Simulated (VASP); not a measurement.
Set up this calculation in VASP 6.6.1, as the native input.

* Task: single point
* Functional: PBE
* Dispersion: D3(BJ)
* Potentials or basis: VASP PAW PBE potentials, release 64 (O, H, Li_sv)
* Cutoff: 520 eV
* k mesh: 1 × 1 × 1
* Occupations: fermi-dirac, width 0.02 eV
* Spin: no spin polarisation
* Dipole correction: no
* Further INCAR settings: LREAL = Auto; ALGO = Normal; EDIFF = 1e-07; NBANDS = 45

The structure of LiH13O7 lies in POSCAR:

```
LiH13O7
1.0
    5.6378390000      0.0000000000      0.0000000000
    0.0000000000      5.6378390000      0.0000000000
    0.0000000000      0.0000000000      5.6378390000
O H Li
7 13 1
Direct
    0.2435621735      0.2616452705     -0.0576105752
    0.9154154651      0.0968992930      0.3106528130
    0.2052841630      0.6703491897      0.6983806198
    0.5872158905      0.4446248225      0.4730092188
    0.3867554187      0.9043685854      0.2790082299
    0.6679624005      1.0468217809      0.7966523717
    0.7606854016      0.7177699300      1.0899789971
    0.4054089167      0.2076424178     -0.0970432025
    0.2129374754      0.1885074679      0.0970591793
    0.8784528944      0.2214404412      0.1975571662
    0.8914299348     -0.0577465145      0.2202259750
    0.2088279383      0.5313921545      0.8071737024
    0.2341994152      0.8075454172      0.7992576478
    0.6646447914      0.5421922310      0.3491649761
    0.4686773744      0.5453785791      0.5518842037
    0.2763896021      0.8071402956      0.3696803883
    0.4979777483      0.7959103622      0.1936924183
    0.8202926011      1.1273261878      0.7832598881
    0.7036008090      0.9012914442      0.9066085195
    0.8343507483      0.6078653779      0.9797438820
    0.5987858378      0.1043697661      0.4668323807
```

The input as run:

INCAR

```
PREC = Accurate
ENCUT = 520
EDIFF = 1E-7
ISMEAR = -1
SIGMA = 0.02
LREAL = Auto
LASPH = T
NELM = 80
ALGO = Normal
ISIF = 2
LWAVE = F
LCHARG = F
GGA = PE
IVDW = 12
NBANDS = 45
```

KPOINTS

```
regular mesh
0
Gamma
  1 1 1
```

Potentials or basis: VASP PAW PBE potentials, release 64 (O, H, Li_sv).

Launch:

```bash
$ cat potpaw_PBE.64/O/POTCAR potpaw_PBE.64/H/POTCAR potpaw_PBE.64/Li_sv/POTCAR > POTCAR
$ mpirun -np 1 vasp_gam > vasp.out
```

Results of the run:

```json
{
 "Largest force": "0.170 eV/Å",
 "Band gap on the k mesh": "4.40 eV",
 "Dispersion energy per atom": "-0.048 eV"
}
```

Caveat: the k points lie up to 1.11 Å⁻¹ apart.

It took 30 s on 1 thread of Intel Xeon 6975P-C, on a shared host, peak memory 0.24 GiB.
